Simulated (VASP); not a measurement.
Write the native input for VASP 6.6.1 that does the following.

- Task: relaxation of cell and atoms
- Functional: PBE
- Potentials or basis: VASP PAW PBE potentials, release 64 (Si, Ge_d)
- Cutoff: 600 eV
- k mesh: 8 × 8 × 8
- Occupations: gaussian, width 0.1 eV
- Spin: no spin polarisation
- Dipole correction: no
- Further INCAR settings: ALGO = Fast; EDIFF = 1e-06; IBRION = 2; EDIFFG = -0.01; NSW = 100; ISIF = 3

The structure of Si5Ge lies in POSCAR:

```
Si5Ge
1.0
    5.6821077815      0.0000000000      0.0000000000
    0.0000000000      5.6821077815      0.0000000000
    0.0000000000      0.0000000000      4.8640925444
Si Ge
5 1
Direct
    0.7029614120      0.2970385880      0.5000000000
    0.2970385880      0.7029614120      0.5000000000
    0.7029614120      0.7029614120      0.5000000000
    0.2970385880      0.2970385880      0.5000000000
    0.0000000000      0.0000000000      0.5000000000
    0.0000000000      0.0000000000      0.0000000000
```

The cell was generated, and may not be a known phase.

These files were run (other wordings do the same):

INCAR

```
ALGO = Fast
EDIFF = 1E-6
EDIFFG = -0.01
ENCUT = 600
GGA = PE
IBRION = 2
ISIF = 3
ISMEAR = 0
LASPH = True
LCHARG = False
LREAL = False
LWAVE = False
NELM = 100
NSW = 100
PREC = Accurate
SIGMA = 0.1
```

KPOINTS

```
k-points
0
Gamma
  8 8 8
```

Potentials or basis: VASP PAW PBE potentials, release 64 (Si, Ge_d).

Run with:

```console
$ cat potpaw_PBE.64/Si/POTCAR potpaw_PBE.64/Ge_d/POTCAR > POTCAR
$ mpirun -np 1 vasp_std > vasp.out
```

Results of the run:

The relaxed volume is 26.10 Å³/atom. The relaxed cell is a = 5.690 Å, b = 5.690 Å, c = 4.835 Å, α = 90.00°, β = 90.00°, γ = 90.00°, the space group after relaxing (to 0.1 Å) is P4/mmm (No. 123) and the energy gained by relaxing is 0.2 meV/atom. The ionic steps are 5 and the pressure after relaxing is 0.0 GPa. The largest force after relaxing is 0.007 eV/Å and the band gap on the k mesh is zero (bands 17 and 18 overlap by 2.11 eV).

It took 18 min on 1 thread of Oxide Virtual Turin-like Processor (shared host), peak memory 0.46 GiB.
